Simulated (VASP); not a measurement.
**NbC (Niobocarbide): single point with revPBE+D3(BJ)**

NbC (Niobocarbide):

```
Nb C
1.0
     3.16013    0.00000    0.00000
     1.58007    2.73675    0.00000
     1.58007    0.91225    2.58024
Nb C
1 1
Direct
  0.00000 0.00000 0.00000
  0.50000 0.50000 0.50000
```

```
Program                : VASP 6.6.1
Task                   : single point
Functional             : revPBE
Dispersion             : D3(BJ)
Potentials or basis    : VASP PAW PBE potentials, release 64 (Nb_sv, C)
Cutoff                 : 600 eV
k mesh                 : 9 × 9 × 9
Occupations            : gaussian, width 0.01 eV
Spin                   : no spin polarisation
Dipole correction      : no
Further INCAR settings : ALGO = Normal; EDIFF = 1e-06; NBANDS = 16
```

```
Pressure                   : -8.8 GPa
Dispersion energy per atom : -0.927 eV
```

Levels at points of the mesh, in eV from the Fermi level:
```csv
k point,band 5,band 6,band 7,band 8,band 9,band 10,band 11,band 12,band 13,band 14
"(0.00, 0.00, 0.00)",-13.49,-1.28,-1.28,-1.28,-0.23,-0.23,-0.23,0.38,0.38,7.61
```

Run time: 14 s on 1 thread of Intel(R) Xeon(R) Platinum 8488C (Sapphire Rapids) (shared host), peak memory 0.17 GiB.

Caveat: three body term missing; the PAW data sets were made with another functional, which shifts forces and pressure a little; pairwise dispersion overbinds metals, which lowers pressure and volume.
